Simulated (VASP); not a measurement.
MgO (sol), 2 atoms in the cell. Symmetry: Fm-3m, No. 225, cubic system. The conventional cell has a = 4.249 Å, b = 4.249 Å, c = 4.249 Å, α = 90.00°, β = 90.00°, γ = 90.00°. Within 2.8 Å of Mg (site symmetry m-3m) lie 6 O at 2.12 Å. Within 2.8 Å of O (site symmetry m-3m) lie 6 Mg at 2.12 Å. 

- Program: VASP 6.6.1
- Task: relaxation of cell and atoms
- Functional: PBEsol
- Potentials or basis: VASP PAW PBE potentials, release 64 (Mg, O)
- Cutoff: 600 eV
- k mesh: 10 × 10 × 10
- Occupations: gaussian, width 0.02 eV
- Spin: no spin polarisation
- Dipole correction: no
- Further INCAR settings: ALGO = Normal; EDIFF = 1e-06; IBRION = 2; EDIFFG = -0.002; NSW = 100; ISIF = 3

Potentials or basis: VASP PAW PBE potentials, release 64 (Mg, O).

Launch:

```console
$ cat potpaw_PBE.64/Mg/POTCAR potpaw_PBE.64/O/POTCAR > POTCAR
$ mpirun -np 1 vasp_std > vasp.out
```

Hardware: 1 thread of Intel Xeon 6975P-C (shared host).

Question: Estimate the wall time of this run.

Answer: It took 14 s on 1 thread of Intel Xeon 6975P-C, on a shared host, peak memory 0.15 GiB. Counts: scf iterations 23, k points 47, ion steps 3.
